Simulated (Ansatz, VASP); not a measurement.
TiC: VASP beside Ansatz

Contents of INCAR:

```
ALGO = Normal
EDIFF = 1E-6
ENCUT = 520
GGA = PE
ISIF = 2
ISMEAR = 0
LASPH = T
LCHARG = T
LELF = T
LREAL = F
LVHAR = T
LWAVE = F
NBANDS = 24
NELM = 100
PREC = Accurate
SIGMA = 0.15
```

Contents of KPOINTS:

```
k-points
0
Gamma
  20 20 14
```

The input POSCAR:

```
TiC
1.0
    0.0000000000     -2.1664615256     -2.1664615256
    0.0000000000      2.1664615256     -2.1664615256
    4.3329230512      0.0000000000      0.0000000000
Ti C
2 2
Direct
    0.5605826591      0.4394173409      0.5000000000
    0.9394173409      1.0605826591      0.0000000000
    0.4899361171      0.5100638829      0.0000000000
    0.0100638829     -0.0100638829      0.5000000000
```

Input for Ansatz:

```yaml
crystal:
  lattice:
    - [0.0, -2.1664615256, -2.1664615256]
    - [0.0, 2.1664615256, -2.1664615256]
    - [4.3329230512, 0.0, 0.0]
  atoms:
    - { symbol: Ti, position: [0.5605826591, 0.4394173409, 0.5] }
    - { symbol: Ti, position: [0.9394173409, 1.0605826591, 0.0] }
    - { symbol: C, position: [0.4899361171, 0.5100638829, 0.0] }
    - { symbol: C, position: [0.0100638829, -0.0100638829, 0.5] }
basis:
  ecutwfc: 420
kpoints:
  mp_grid: { grid: [20, 20, 14] }
hamiltonian:
  xc: pbe
scf:
  occupations: { method: gaussian, width: 0.15 }
output:
  forces: true
  stress: true
  eigenvalues: true
```

Change from the starting cell: mode 4 (285.4 1/cm) frozen in, largest displacement +0.263 Å.

Alike in both runs: task single point; functional PBE; k mesh 20 × 20 × 14; occupations gaussian, width 0.15 eV; no spin polarisation.

|  | VASP | Ansatz |
| --- | --- | --- |
| version | VASP 6.6.1 | Ansatz 0.2.0 |
| potentials or method | VASP PAW PBE potentials, release 64 (Ti_sv, C), cutoff 520 eV | scalar-relativistic, plane waves, PAW |
| valence electrons in the cell | 32 | 32 |

```csv
,VASP,Ansatz,Ansatz less VASP
gap on the k mesh at the Fermi level (eV),none,none,-
pressure (GPa),10.1,9.9,-0.16
"traceless stress, the component that is largest in VASP (GPa)",-13.08,-13.03,+0.052
rms of the force components (eV/Å),1.786,1.781,-0.0053
```

Atom by atom the forces differ by 0.011 eV/Å (rms over components). A gap of «none» marks a metal or a gap that the smearing closes. The functional is the same, so the differences come from potentials, cutoffs and numerics.
